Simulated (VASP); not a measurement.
# CdF2 (P-4m2) in VASP: notebook

The runs below take CdF2 through single point, relaxation of cell and atoms, with PBE.

Everything below comes from runs of VASP 6.6.1. Logs are shortened: lines on timing, memory, paths and dates and some standing lists are left out, and cuts for length are marked.

### Step 1. The cell of the first run

Symmetry: P-4m2, No. 115, tetragonal system. Conventional cell: a = 3.781 Å, b = 3.781 Å, c = 3.296 Å, α = 90.00°, β = 90.00°, γ = 90.00°. Cd (site symmetry -4m2) has 8 F at 2.18 to 2.90 Å within 3.0 Å. F (site symmetry 2mm) has 4 Cd at 2.18 to 2.90 Å and 4 F at 2.90 Å within 3.0 Å. F (site symmetry 2mm) has 4 Cd at 2.18 to 2.90 Å and 4 F at 2.90 Å within 3.0 Å.

### Step 2. Single point, PBE

INCAR

```
SYSTEM = CdF2
  PREC = Accurate
  ENCUT = 700
  EDIFF = 1E-6
  ISMEAR = 0
  SIGMA = 0.1
  LREAL = .FALSE.
  LASPH = .TRUE.
  NELM = 120
  ALGO = Normal
  ISIF = 2
  LWAVE = .FALSE.
  LCHARG = .FALSE.
  GGA = PE
  NBANDS = 43
  GGA_COMPAT = .FALSE.
```

KPOINTS

```
Automatic mesh
0
G
  4 4 2
  0 0 0
```

POSCAR

```
CdF2
1.0
    0.0000000000      0.0000000000      3.2956069518
    3.7806316244      0.0000000000      0.0000000000
    0.0000000000      7.5612632488      0.0000000000
Cd F
2 4
Direct
    0.0000000000      0.0000000000      0.0000000000
    0.0000000000      0.0000000000      0.5000000000
    0.3310550482      0.5000000000      0.0000000000
    0.3310550482      0.5000000000      0.5000000000
    0.6689449518      0.0000000000      0.2500000000
    0.6689449518      0.0000000000      0.7500000000
```

Potentials or basis: VASP PAW PBE potentials, release 64 (Cd_sv_GW, F).

On the command line:

```bash
cat potpaw_PBE.64/Cd_sv_GW/POTCAR potpaw_PBE.64/F/POTCAR > POTCAR
mpirun -np 1 vasp_std > vasp.out
```

OUTCAR:

```text
SYSTEM = CdF2
   PREC = Accurate
   ENCUT = 700
   EDIFF = 1E-6
   ISMEAR = 0
   LREAL = .FALSE.
   LASPH = .TRUE.
   NELM = 120
   ISIF = 2
   GGA = PE

 ion  position               nearest neighbor table
   1  0.000  0.000  0.000-   3 2.18   5 2.18   6 2.18   3 2.18
   2  0.000  0.000  0.500-   4 2.18   5 2.18   6 2.18   4 2.18
   3  0.331  0.500  0.000-   1 2.18   1 2.18
   4  0.331  0.500  0.500-   2 2.18   2 2.18
   5  0.669  0.000  0.250-   1 2.18   2 2.18
   6  0.669  0.000  0.750-   1 2.18   2 2.18

  LATTYP: Found a simple orthorhombic cell.
 ALAT       =     3.2956069518
 B/A-ratio  =     1.1471730943
 C/A-ratio  =     2.2943461885

  Lattice vectors:

 A1 = (   0.0000000000,   0.0000000000,   3.2956069518)
 A2 = (   3.7806316244,   0.0000000000,   0.0000000000)
 A3 = (   0.0000000000,   7.5612632488,   0.0000000000)

Analysis of symmetry for initial positions (statically):
=====================================================================
 Subroutine PRICEL returns following result:

  LATTYP: Found a simple tetragonal cell.
 ALAT       =     3.7806316244
 C/A-ratio  =     0.8717080317

  Lattice vectors:

 A1 = (   3.7806316244,   0.0000000000,   0.0000000000)
 A2 = (   0.0000000000,   3.7806316244,   0.0000000000)
 A3 = (   0.0000000000,   0.0000000000,   3.2956069518)

   2 primitive cells build up your supercell.

 Routine SETGRP: Setting up the symmetry group for a
 simple orthorhombic supercell.

 Subroutine GETGRP returns: Found  4 space group operations
 (whereof  4 operations were pure point group operations)
 out of a pool of  8 trial point group operations.

The static configuration has the point symmetry C_2v.

Analysis of symmetry for dynamics (positions and initial velocities):
=====================================================================
 Subroutine PRICEL returns following result:

  LATTYP: Found a simple tetragonal cell.
 ALAT       =     3.7806316244
 C/A-ratio  =     0.8717080317

  Lattice vectors:

 A1 = (   3.7806316244,   0.0000000000,   0.0000000000)
 A2 = (   0.0000000000,   3.7806316244,   0.0000000000)
 A3 = (   0.0000000000,   0.0000000000,   3.2956069518)

   2 primitive cells build up your supercell.

 Routine SETGRP: Setting up the symmetry group for a
 simple orthorhombic supercell.

 Subroutine GETGRP returns: Found  4 space group operations
 (whereof  4 operations were pure point group operations)
 out of a pool of  8 trial point group operations.

The dynamic configuration has the point symmetry C_2v.

 Subroutine INISYM returns: Found  4 space group operations
 (whereof  4 operations are pure point group operations),
 and found     2 'primitive' translations

----------------------------------------------------------------------------------------

                                     Primitive cell

  volume of cell :      47.1047

  direct lattice vectors                    reciprocal lattice vectors
     3.780631624  0.000000000  0.000000000     0.264506067  0.000000000  0.000000000
     0.000000000  3.780631624  0.000000000     0.000000000  0.264506067  0.000000000
     0.000000000  0.000000000  3.295606952     0.000000000  0.000000000  0.303434243

  length of vectors
     3.780631624  3.780631624  3.295606952     0.264506067  0.264506067  0.303434243

  position of ions in fractional coordinates (direct lattice)
     0.000000000  0.000000000  0.000000000
     0.500000000  0.000000000  0.331055048
     0.000000000  0.500000000  0.668944952

  ion indices of the primitive-cell ions
   primitive index   ion index
                 1           1
                 2           3
                 3           5

----------------------------------------------------------------------------------------

 KPOINTS: Automatic mesh

Automatic generation of k-mesh.
 Grid dimensions read from file:
 generate k-points for:    4    4    2

 Generating k-lattice:

  Cartesian coordinates                     Fractional coordinates (reciprocal lattice)
     0.000000000  0.000000000  0.075858561     0.250000000  0.000000000  0.000000000
     0.066126517  0.000000000  0.000000000     0.000000000  0.250000000  0.000000000
     0.000000000  0.066126517  0.000000000     0.000000000  0.000000000  0.500000000

  Length of vectors
     0.075858561  0.066126517  0.066126517

  Shift w.r.t. Gamma in fractional coordinates (k-lattice)
     0.000000000  0.000000000  0.000000000

 Subroutine IBZKPT returns following result:
 ===========================================

 Found     18 irreducible k-points:

 Following reciprocal coordinates:
            Coordinates               Weight
  0.000000  0.000000  0.000000      1.000000
  0.250000  0.000000  0.000000      2.000000
  0.500000  0.000000  0.000000      1.000000
  0.000000  0.250000  0.000000      2.000000
  0.250000  0.250000  0.000000      4.000000
  0.500000  0.250000  0.000000      2.000000
[... 10 lines left out ...]
  0.250000  0.500000  0.500000      2.000000
  0.500000  0.500000  0.500000      1.000000
   k-points           NKPTS =     18   k-points in BZ     NKDIM =     18   number of bands    NBANDS=     43
   number of dos      NEDOS =    301   number of ions     NIONS =      6
   total plane-waves  NPLWV =  70560
   dimension x,y,z NGX =    28 NGY =   36 NGZ =   70
   dimension x,y,z NGXF=    56 NGYF=   72 NGZF=  140
   ions per type =               2   4
   NGX,Y,Z   is equivalent  to a cutoff of  14.12, 15.83, 15.39 a.u.
   NGXF,Y,Z  is equivalent  to a cutoff of  28.25, 31.66, 30.78 a.u.
 SYSTEM =  CdF2
   PREC   = accura    normal or accurate (medium, high low for compatibility)
   ISTART =      0    job   : 0-new  1-cont  2-samecut
   ICHARG =      2    charge: 1-file 2-atom 10-const
   ISPIN  =      1    spin polarized calculation?
   LNONCOLLINEAR =      F non collinear calculations
   LSORBIT =      F    spin-orbit coupling
   LASPH  =      T    aspherical Exc in radial PAW
   ENCUT  =  700.0 eV  51.45 Ry    7.17 a.u.   7.11  8.16 16.31*2*pi/ulx,y,z
   NELM   =    120;   NELMIN=  2; NELMDL= -5     # of ELM steps
   EDIFF  = 0.1E-05   stopping-criterion for ELM
   LREAL  =      F    real-space projection
   EDIFFG = 0.1E-04   stopping-criterion for IOM
   NSW    =      0    number of steps for IOM
   IBRION =     -1    ionic relax: 0-MD 1-quasi-New 2-CG
   NFREE  =      0    steps in history (QN), initial steepest desc. (CG)
   ISIF   =      2    stress and relaxation
   ISYM   =      2    0-nonsym 1-usesym 2-fastsym
   POTIM  = 0.5000    time-step for ionic-motion
   TEBEG  =    0.0;   TEEND  =   0.0 temperature during run
   PSTRESS=    0.0 pullay stress
   NELECT =      68.0000    total number of electrons
   NUPDOWN=      -1.0000    fix difference up-down
   EMIN   =  10.00;   EMAX   =-10.00  energy-range for DOS
   EFERMI =   0.00;   METHOD = LEGACY
   ISMEAR =     0;   SIGMA  =   0.10  broadening in eV -4-tet -1-fermi 0-gaus
   EFERMI_NEDOS =   21; number of points for ismear=-14 and -15
   IALGO  =     38    algorithm
   IMIX   =      4    mixing-type and parameters
     AMIX     =   0.40;   BMIX     =  1.00
     AMIX_MAG =   1.60;   BMIX_MAG =  1.00
  volume/ion in A,a.u.               =      15.70       105.96
  Fermi-wavevector in a.u.,A,eV,Ry     =   1.468520  2.775100 29.341643  2.156550
  Thomas-Fermi vector in A             =   2.584008
   LORBIT       =      0    0 simple, 1 ext, 2 COOP (PROOUT), +10 PAW based schemes
   GGA     = PE    functional components
   LHFCALC =     F    Hartree Fock is set to
   AEXX    =    0.0000 exact exchange contribution
   IVDW    =     0    specifies the selected vdW correction
   LEPSILON=     F    determine dielectric tensor
   LRPA    =     F    only Hartree local field effects (RPA)
 non-spin polarized calculation
 Gauss-broadening in eV      SIGMA  =   0.10
  energy-cutoff  :      700.00
  volume of cell :       94.21
 maximum number of plane-waves:      3980
   NGX = 15   NGY = 17   NGZ = 33

 number of electron      67.9999985 magnetization

 Free energy of the ion-electron system (eV)
  ---------------------------------------------------
  ext. energy  EPLUGINS =         0.00000000
  ---------------------------------------------------
  free energy    TOTEN  =       -21.00973601 eV

  energy without entropy =      -21.00973601  energy(sigma->0) =      -21.00973601

 E-fermi :  -0.4065     XC(G=0):  -9.4929

 val. band max:       -1.1293940660   @ k =   0.5000   0.5000   0.0000
 cond. band min:       1.5033579191   @ k =   0.0000   0.0000   0.0000
 fundamental gap:      2.6327519851
 Fermi energy:        -0.4065126185

 k-point     1 :       0.0000    0.0000    0.0000
  band No.  band energies     occupation
      1     -99.8528      2.00000
      2     -99.8527      2.00000
      3     -60.9947      2.00000
      4     -60.9945      2.00000
      5     -60.9175      2.00000
      6     -60.9159      2.00000
[... 35 lines left out ...]
     42      13.0781      0.00000
     43      13.2381      0.00000

 k-point     2 :       0.2500    0.0000    0.0000
  band No.  band energies     occupation
      1     -99.8526      2.00000
      2     -99.8526      2.00000
      3     -60.9992      2.00000
      4     -60.9991      2.00000
      5     -60.9171      2.00000
      6     -60.9156      2.00000
[... 35 lines left out ...]
     42      12.6659      0.00000
     43      13.0705      0.00000

 k-point     3 :       0.5000    0.0000    0.0000
  band No.  band energies     occupation
      1     -99.8524      2.00000
      2     -99.8524      2.00000
      3     -61.0038      2.00000
      4     -61.0036      2.00000
      5     -60.9168      2.00000
      6     -60.9153      2.00000
[... 35 lines left out ...]
     42      12.7646      0.00000
     43      12.8756      0.00000

 k-point     4 :       0.0000    0.2500    0.0000
  band No.  band energies     occupation
      1     -99.8528      2.00000
      2     -99.8527      2.00000
      3     -60.9946      2.00000
      4     -60.9945      2.00000
      5     -60.9175      2.00000
      6     -60.9167      2.00000
[... 587 lines left out ...]
     42      12.7033      0.00000
     43      14.8323      0.00000

 k-point    17 :       0.2500    0.5000    0.5000
  band No.  band energies     occupation
      1     -99.8525      2.00000
      2     -99.8525      2.00000
      3     -60.9990      2.00000
      4     -60.9990      2.00000
      5     -60.9171      2.00000
      6     -60.9171      2.00000
[... 35 lines left out ...]
     42      11.3487      0.00000
     43      13.0457      0.00000

 k-point    18 :       0.5000    0.5000    0.5000
  band No.  band energies     occupation
      1     -99.8524      2.00000
      2     -99.8524      2.00000
      3     -61.0035      2.00000
      4     -61.0035      2.00000
      5     -60.9167      2.00000
      6     -60.9167      2.00000
[... 35 lines left out ...]
     42      11.6708      0.00000
     43      13.0756      0.00000

------------------------ aborting loop because EDIFF is reached ----------------------------------------

  FORCE on cell =-STRESS in cart. coord.  units (eV):
  Direction    XX          YY          ZZ          XY          YZ          ZX
  --------------------------------------------------------------------------------------
  -------------------------------------------------------------------------------------
  Total       -0.1455228     -0.1415819     -0.2152631      0.0000000      0.0000000      0.0000000
  in kB       -2.4748414     -2.4078214     -3.6608849      0.0000000      0.0000000      0.0000000
  external PRESSURE =      -2.8478492 kB  Pullay stress =       0.0000000 kB

 VOLUME and BASIS-vectors are now :
 -----------------------------------------------------------------------------
  energy-cutoff  :      700.00
  volume of cell :       94.21
      direct lattice vectors                 reciprocal lattice vectors
     0.000000000  0.000000000  3.295606952     0.000000000  0.000000000  0.303434243
     3.780631624  0.000000000  0.000000000     0.264506067  0.000000000  0.000000000
     0.000000000  7.561263249  0.000000000     0.000000000  0.132253033  0.000000000

 POSITION                                       TOTAL-FORCE (eV/Angst)
 -----------------------------------------------------------------------------------
      0.00000      0.00000      0.00000        -0.000000      0.000000     -0.000032
      0.00000      3.78063      0.00000        -0.000000      0.000000     -0.000032
      1.89032      0.00000      1.09103        -0.000000     -0.000000      0.013535
      1.89032      3.78063      1.09103        -0.000000     -0.000000      0.013535
      0.00000      1.89032      2.20458        -0.000000      0.000000     -0.013502
      0.00000      5.67095      2.20458         0.000000      0.000000     -0.013502
 -----------------------------------------------------------------------------------
    total drift:                                0.000000      0.000000     -0.000095

  FREE ENERGIE OF THE ION-ELECTRON SYSTEM (eV)
  ---------------------------------------------------
  free  energy   TOTEN  =       -21.0097360130 eV

  energy  without entropy=      -21.0097360130  energy(sigma->0) =      -21.00973601
```

Run time: 1.9 min. Hardware: 1 thread of Intel Xeon Platinum 8488C (Sapphire Rapids), shared host; peak memory 0.31 GiB.

What came out:

```yaml
Free_energy: -21.0097 eV
Pressure: -0.3 GPa
Largest_force: 0.014 eV/Å
Band_gap_on_the_k_mesh: 2.63 eV
```

Forces on the atoms (eV/Å):
```
Cd   0.000  0.000  0.000
Cd   0.000  0.000  0.000
F    0.000  0.000  0.014
F    0.000  0.000  0.014
F    0.000  0.000 -0.014
F    0.000  0.000 -0.014
```

Stress tensor (GPa, compression positive):
```
-0.25  0.00  0.00
 0.00 -0.24  0.00
 0.00  0.00 -0.37
```

Levels at points of the mesh, in eV from the valence-band top:
```
           k point  band 30  band 31  band 32  band 33  band 34  band 35  band 36  band 37  band 38  band 39
(0.00, 0.00, 0.00)    -0.46    -0.40    -0.32    -0.12    -0.12     2.63     5.60     8.31    12.23    12.94
(0.50, 0.00, 0.00)    -0.42    -0.42    -0.42    -0.39    -0.29     6.80     6.91     7.57     9.52    10.22
(0.00, 0.50, 0.00)    -0.69    -0.46    -0.40    -0.22    -0.04     5.60     7.77     8.31     9.07     9.07
(0.50, 0.50, 0.00)    -0.44    -0.42    -0.39    -0.29     0.00     6.80     7.86     9.52    10.22    10.53
(0.00, 0.00, 0.50)    -0.59    -0.38    -0.38    -0.23    -0.23     3.91     3.91    10.34    10.34    13.24
(0.50, 0.00, 0.50)    -0.50    -0.42    -0.42    -0.09    -0.09     6.91     6.91     8.36     8.36    11.54
(0.00, 0.50, 0.50)    -0.65    -0.52    -0.52    -0.22    -0.22     6.28     6.28     8.63     8.63    11.52
(0.50, 0.50, 0.50)    -0.91    -0.78    -0.78    -0.09    -0.09     7.44     7.44     9.89     9.89    10.84
```

Caveat: the k points lie up to 0.48 Å⁻¹ apart.

(Part 1 of 2 ends here.)
